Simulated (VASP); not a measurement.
Here is a VASP 6.6.1 calculation.

File INCAR:

```
SYSTEM = V
ALGO = Normal ; EDIFF = 1E-7
EDIFFG = -0.005 ; ENCUT = 600
GGA = PE ; IBRION = 2
ISIF = 3 ; ISMEAR = -1
LASPH = .True. ; LCHARG = .False.
LREAL = .False. ; LWAVE = .False.
NELM = 60 ; NSW = 32
PREC = Accurate ; PSTRESS = 690.0
SIGMA = 0.1
```

The input KPOINTS:

```
k-points
0
Gamma
  9 9 13
  0 0 0
```

The input POSCAR:

```
V
1.0
    4.0950539120      0.0000000000      0.0000000000
   -2.0475269560      3.5464207177      0.0000000000
    0.0000000000      0.0000000000      2.2059408759
V
3
Direct
    0.0000000000      0.0000000000      0.0000000000
    0.3333333333      0.6666666667      0.5000000000
    0.6666666667      0.3333333333      0.5000000000
```

Potentials or basis: VASP PAW PBE potentials, release 64 (V_sv).

Run with:

```console
$ cat potpaw_PBE.64/V_sv/POTCAR > POTCAR
$ mpirun -np 1 vasp_std > vasp.out
```

(1) Estimate the relaxed volume.

(2) Predict the band gap on the k mesh.

(3) Predict the relaxed cell.

Answers

(1) 10.71 Å³/atom.

(2) zero (an odd number of electrons rules out a gap without spin polarisation).

(3) a = 4.094 Å, b = 4.094 Å, c = 2.214 Å, α = 90.00°, β = 90.00°, γ = 120.00°.

Caveat: the cell is relaxed towards a set pressure, so the run minimises the enthalpy, not the energy.
